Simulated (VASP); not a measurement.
# Y: single point with PBEsol

Y:

```
Y
1.0
     3.61810    0.00000    0.00000
    -1.80905    3.13336    0.00000
     0.00000    0.00000   11.76464
Y
4
Direct
  0.66667 0.33333 0.75000
  0.00000 0.00000 0.50000
  0.33333 0.66667 0.25000
  0.00000 0.00000 0.00000
```

| Quantity | Value |
| --- | --- |
| Program | VASP 6.6.1 |
| Task | single point |
| Functional | PBEsol |
| Potentials or basis | VASP PAW PBE potentials, release 64 (Y_sv) |
| Cutoff | 520 eV |
| k mesh | 8 × 8 × 3 |
| Occupations | fermi-dirac, width 0.05 eV |
| Spin | no spin polarisation |
| Dipole correction | no |
| Further INCAR settings | ALGO = Normal; EDIFF = 1e-06; NBANDS = 30 |

```yaml
Pressure: -3.0 GPa
Band_gap_on_the_k_mesh: zero (bands 22 and 23 overlap by 1.03 eV)
```

Stress tensor (GPa, compression positive):
```
-2.80  0.00  0.00
 0.00 -2.80  0.00
 0.00  0.00 -3.33
```

Levels at points of the mesh, in eV from the Fermi level:
| k point | band 18 | band 19 | band 20 | band 21 | band 22 | band 23 | band 24 | band 25 | band 26 | band 27 |
| --- | --- | --- | --- | --- | --- | --- | --- | --- | --- | --- |
| (0.00, 0.00, 0.00) | -3.36 | -3.36 | -1.94 | 0.61 | 0.73 | 0.79 | 1.61 | 1.61 | 1.68 | 1.68 |
| (0.50, 0.00, 0.00) | -1.74 | -1.29 | -1.21 | -0.52 | -0.46 | -0.30 | 0.38 | 0.75 | 1.32 | 1.59 |

Wall time 73 s on 1 thread of AMD EPYC 7R13 Processor (Zen 3) (shared host), peak memory 0.24 GiB.

Caveat: the PAW data sets were made with another functional, which shifts forces and pressure a little.
